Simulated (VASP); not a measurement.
# Ni (I4/mmm) in VASP: single point with revPBE

Aim: the single point of Ni with revPBE.

Everything below comes from runs of VASP 6.6.1. Logs are shortened: lines on timing, memory, paths and dates and some standing lists are left out, and cuts for length are marked.

**1. The cell of the first run**

The typed cell holds 2 atoms: a = 2.597 Å, b = 2.597 Å, c = 3.672 Å, α = 90.00°, β = 90.00°, γ = 90.00°.

**2. Single point, revPBE, collinear spin, ferromagnetic start (12.39 Å³/atom)**

INCAR

```
SYSTEM = Ni
  ALGO = Normal
  EDIFF = 1E-7
  ENCUT = 520
  GGA = RE
  ISIF = 2
  ISMEAR = -1
  ISPIN = 2
  LASPH = .True.
  LCHARG = .False.
  LMAXMIX = 4
  LORBIT = 11
  LREAL = .False.
  LWAVE = .False.
  MAGMOM = 0.686 0.686
  NBANDS = 21
  NELM = 150
  PREC = Accurate
  SIGMA = 0.05
```

KPOINTS

```
k-points
0
Gamma
  20 20 15
  0 0 0
```

POSCAR

```
Ni
1.0
    2.5974571000      0.0000000000      0.0000000000
    0.0000000000      2.5974571000      0.0000000000
    0.0000000000      0.0000000000      3.6716981904
Ni
2
Direct
    0.0000000000      0.0000000000      0.0000000000
    0.5000000000      0.5000000000      0.5000000000
```

Potentials or basis: VASP PAW PBE potentials, release 64 (Ni).

Command:

```bash
cat potpaw_PBE.64/Ni/POTCAR > POTCAR
mpirun -np 1 vasp_std > vasp.out
```

OUTCAR:

```text
SYSTEM = Ni
   EDIFF = 1E-7
   ENCUT = 520
   GGA = RE
   ISIF = 2
   ISMEAR = -1
   ISPIN = 2
   LASPH = .True.
   LORBIT = 11
   LREAL = .False.
   NELM = 150
   PREC = Accurate

 ion  position               nearest neighbor table
   1  0.000  0.000  0.000-   2 2.60   2 2.60   2 2.60   2 2.60   2 2.60   2 2.60   2 2.60   2 2.60

   2  0.500  0.500  0.500-   1 2.60   1 2.60   1 2.60   1 2.60   1 2.60   1 2.60   1 2.60   1 2.60

  LATTYP: Found a simple tetragonal cell.
 ALAT       =     2.5974571000
 C/A-ratio  =     1.4135741416

  Lattice vectors:

 A1 = (   2.5974571000,   0.0000000000,   0.0000000000)
 A2 = (   0.0000000000,   2.5974571000,   0.0000000000)
 A3 = (   0.0000000000,   0.0000000000,   3.6716981904)

Analysis of symmetry for initial positions (statically):
=====================================================================
 Subroutine PRICEL returns following result:

  LATTYP: Found a body centered tetragonal cell.
 ALAT       =     2.5974571000
 C/A-ratio  =     1.4135741416
[... 12 lines left out ...]
 Subroutine GETGRP returns: Found 16 space group operations
 (whereof 16 operations were pure point group operations)
 out of a pool of 16 trial point group operations.

The static configuration has the point symmetry D_4h.

Analysis of symmetry for dynamics (positions and initial velocities):
=====================================================================
 Subroutine PRICEL returns following result:

  LATTYP: Found a body centered tetragonal cell.
 ALAT       =     2.5974571000
 C/A-ratio  =     1.4135741416
[... 12 lines left out ...]
 Subroutine GETGRP returns: Found 16 space group operations
 (whereof 16 operations were pure point group operations)
 out of a pool of 16 trial point group operations.

The dynamic configuration has the point symmetry D_4h.

Analysis of structural, dynamic, and magnetic symmetry:
=====================================================================
 Subroutine PRICEL returns following result:

  LATTYP: Found a body centered tetragonal cell.
 ALAT       =     2.5974571000
 C/A-ratio  =     1.4135741416
[... 12 lines left out ...]
 Subroutine GETGRP returns: Found 16 space group operations
 (whereof 16 operations were pure point group operations)
 out of a pool of 16 trial point group operations.

The overall configuration has the point symmetry D_4h.

 Subroutine INISYM returns: Found 16 space group operations
 (whereof 16 operations are pure point group operations),
 and found     2 'primitive' translations

----------------------------------------------------------------------------------------

                                     Primitive cell
[... 106 lines left out ...]
   IALGO  =     38    algorithm
   IMIX   =      4    mixing-type and parameters
     AMIX     =   0.40;   BMIX     =  1.00
     AMIX_MAG =   1.60;   BMIX_MAG =  1.00
  volume/ion in A,a.u.               =      12.39        83.59
  Fermi-wavevector in a.u.,A,eV,Ry     =   1.524393  2.880685 31.616861  2.323774
  Thomas-Fermi vector in A             =   2.632706
   LORBIT       =     11    0 simple, 1 ext, 2 COOP (PROOUT), +10 PAW based schemes
   GGA     = RE    functional components
   LHFCALC =     F    Hartree Fock is set to
   AEXX    =    0.0000 exact exchange contribution
   IVDW    =     0    specifies the selected vdW correction
   LEPSILON=     F    determine dielectric tensor
   LRPA    =     F    only Hartree local field effects (RPA)
 spin polarized calculation
  energy-cutoff  :      520.00
  volume of cell :       24.77
 maximum number of plane-waves:       684
 NGX is ok and might be reduce to    20
   NGX =  9   NGY =  9   NGZ = 13

 number of electron      20.0000018 magnetization       1.3276902

 Free energy of the ion-electron system (eV)
  ---------------------------------------------------
  ext. energy  EPLUGINS =         0.00000000
  ---------------------------------------------------
  free energy    TOTEN  =       -10.00885831 eV

  energy without entropy =       -9.97622695  energy(sigma->0) =       -9.99254263

 E-fermi :   7.7891     XC(G=0): -12.4150

 val. band max:        7.7890763092   @ k =   0.4000   0.1500   0.2000
 cond. band min:       7.7891180740   @ k =   0.4000   0.1500   0.3333
 fundamental gap:      0.0000417648
 Fermi energy:         7.7890911175

 spin component 1

 k-point     1 :       0.0000    0.0000    0.0000
  band No.  band energies     occupation
      1      -0.3513      1.00000
      2       3.8272      1.00000
      3       4.1725      1.00000
      4       5.6042      1.00000
      5       5.6042      1.00000
      6       5.6087      1.00000
[... 565 lines left out ...]
     20      31.4764      0.00000
     21      34.7615      0.00000

 [... further k-points ...]

 spin component 2

 k-point     1 :       0.0000    0.0000    0.0000
  band No.  band energies     occupation
      1      -0.4234      1.00000
      2       4.1945      1.00000
      3       4.8493      1.00000
      4       6.4273      1.00000
      5       6.4273      1.00000
      6       6.4276      1.00000
[... 565 lines left out ...]
     20      31.3937      0.00000
     21      34.8203      0.00000

 [... further k-points ...]
[... 5 lines left out ...]
  --------------------------------------------------------------------------------------
  -------------------------------------------------------------------------------------
  Total       -2.3024049     -2.3024049     -2.2882695      0.0000000      0.0000000     -0.0000000
  in kB     -148.9116017   -148.9116017   -147.9973778      0.0000000      0.0000000     -0.0000000
  external PRESSURE =    -148.6068604 kB  Pullay stress =       0.0000000 kB

 VOLUME and BASIS-vectors are now :
 -----------------------------------------------------------------------------
  energy-cutoff  :      520.00
  volume of cell :       24.77
      direct lattice vectors                 reciprocal lattice vectors
     2.597457100  0.000000000  0.000000000     0.384991922  0.000000000  0.000000000
     0.000000000  2.597457100  0.000000000     0.000000000  0.384991922  0.000000000
     0.000000000  0.000000000  3.671698190     0.000000000  0.000000000  0.272353540

 POSITION                                       TOTAL-FORCE (eV/Angst)
 -----------------------------------------------------------------------------------
      0.00000      0.00000      0.00000         0.000000     -0.000000      0.000000
      1.29873      1.29873      1.83585        -0.000000      0.000000     -0.000000
 -----------------------------------------------------------------------------------
    total drift:                               -0.000000      0.000000      0.000000

  FREE ENERGIE OF THE ION-ELECTRON SYSTEM (eV)
  ---------------------------------------------------
  free  energy   TOTEN  =       -10.0088583112 eV

  energy  without entropy=       -9.9762269525  energy(sigma->0) =       -9.99254263

 total charge

# of ion       s       p       d       tot
------------------------------------------
    1        0.446   0.393   8.264   9.103
    2        0.446   0.393   8.264   9.103
--------------------------------------------------
tot          0.892   0.787  16.528  18.206

 magnetization (x)

# of ion       s       p       d       tot
------------------------------------------
    1       -0.007  -0.026   0.723   0.690
    2       -0.007  -0.026   0.723   0.690
--------------------------------------------------
tot         -0.014  -0.051   1.446   1.380
```

stdout:

```text
POSCAR found type information on POSCAR Ni
 POSCAR found :  1 types and       2 ions
 scaLAPACK will be used
 -----------------------------------------------------------------------------
|                                                                             |
|                                                                             |
|     You enforced a specific xc type in the INCAR file but a different       |
|     I HOPE YOU KNOW WHAT YOU ARE DOING!                                     |
|                                                                             |
 -----------------------------------------------------------------------------

 LDA part: xc-table for (Slater+PW92), standard interpolation
 POSCAR, INCAR and KPOINTS ok, starting setup
 FFT: planning ... GRIDC
 FFT: planning ... GRID_SOFT
 FFT: planning ... GRID
 WAVECAR not read
 entering main loop
```

It took 3.2 min on 1 thread of Intel Xeon 6975P-C (Granite Rapids), shared host; peak memory 0.44 GiB.

Results:

- Free energy: -10.0089 eV
- Pressure: -14.9 GPa
- Net moment: 1.33 μB per cell
- Site moments: Ni +0.69 μB
- Valence electrons inside the program's atomic spheres: Ni 9.10

Caveat: the cell stands under tension; the PAW data sets were made with another functional, which shifts forces and pressure a little.
